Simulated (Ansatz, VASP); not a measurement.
## One calculation of Zr2C, two programs

```
Zr C
1.0
     5.50466    0.00000    0.00000
     0.00000    5.50466    0.00000
     0.00000    0.00000    3.39748
Zr C
4 2
Cartesian
  1.1151 4.3895 1.6987
  3.8675 3.8675 0.0000
  4.3895 1.1151 1.6987
  1.6372 1.6372 0.0000
  2.7523 2.7523 1.6987
  0.0000 0.0000 0.0000
```

Alike in both runs: functional PBE; k mesh 8 × 8 × 12; occupations gaussian, width 0.1 eV; no spin polarisation.

Ansatz relaxed the structure, and its values are those at the end. VASP's run is a single point on that final structure, the one shown.

|  | VASP | Ansatz |
| --- | --- | --- |
| version | VASP 6.6.1 | Ansatz 0.2.0 |
| potentials or method | VASP PAW PBE potentials, release 64 (Zr_sv, C), cutoff 520 eV | scalar-relativistic, plane waves, PAW |
| valence electrons in the cell | 56 | 56 |

|  | VASP | Ansatz | Ansatz less VASP |
| --- | --- | --- | --- |
| gap on the k mesh at the Fermi level (eV) | none | none | - |
| pressure (GPa) | 0.1 | 0.0 | -0.14 |

A gap of «none» marks a metal or a gap that the smearing closes.
